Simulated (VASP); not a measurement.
A run of VASP 6.6.1 is set up as follows.

INCAR

```
ALGO = Normal
EDIFF = 1E-7
ENCUT = 520
GGA = PE
ISIF = 2
ISMEAR = 0
LASPH = True
LCHARG = False
LDAU = True
LDAUJ = 0 0
LDAUL = 2 -1
LDAUPRINT = 1
LDAUTYPE = 2
LDAUU = 4 0
LMAXMIX = 4
LREAL = False
LWAVE = False
NBANDS = 33
NELM = 150
PREC = Accurate
SIGMA = 0.05
```

KPOINTS

```
k-points
0
Gamma
  6 6 6
```

File POSCAR:

```
TiO2
1.0
    2.6252399294     -2.6253128814     -0.0195896425
    2.6252399294      2.6253128814     -0.0195896425
   -2.5896256811      0.0000000000      4.7752202290
Ti O
2 4
Direct
    0.1250069486      0.8749930514      0.2500000000
    0.8749930514      0.1250069486      0.7500000000
    0.3332902468      0.0833135221      0.6665902155
    0.6667097532      0.9166864779      0.3334097845
    0.9166864779      0.6667097532      0.8334097845
    0.0833135221      0.3332902468      0.1665902155
```

Potentials or basis: VASP PAW PBE potentials, release 64 (Ti_sv, O).

Run with:

```bash
$ cat potpaw_PBE.64/Ti_sv/POTCAR potpaw_PBE.64/O/POTCAR > POTCAR
$ mpirun -np 1 vasp_std > vasp.out
```

Task: What does it give for the band gap on the k mesh?

Result: 2.83 eV (least direct gap 3.18 eV).

Task: What does it give for the largest force?

Result: 0.133 eV/Å.

Eigenvalues of the final occupation matrices:
```
    site  spin  trace               eigenvalues
site 1 d     1   0.85  0.11 0.11 0.11 0.25 0.27
site 1 d     2   0.85  0.11 0.11 0.11 0.25 0.27
site 2 d     1   0.85  0.11 0.11 0.11 0.25 0.27
site 2 d     2   0.85  0.11 0.11 0.11 0.25 0.27
```

Caveat: the cell differs from its parent crystal (atoms shifted along a free coordinate). A k mesh can miss the band edges.
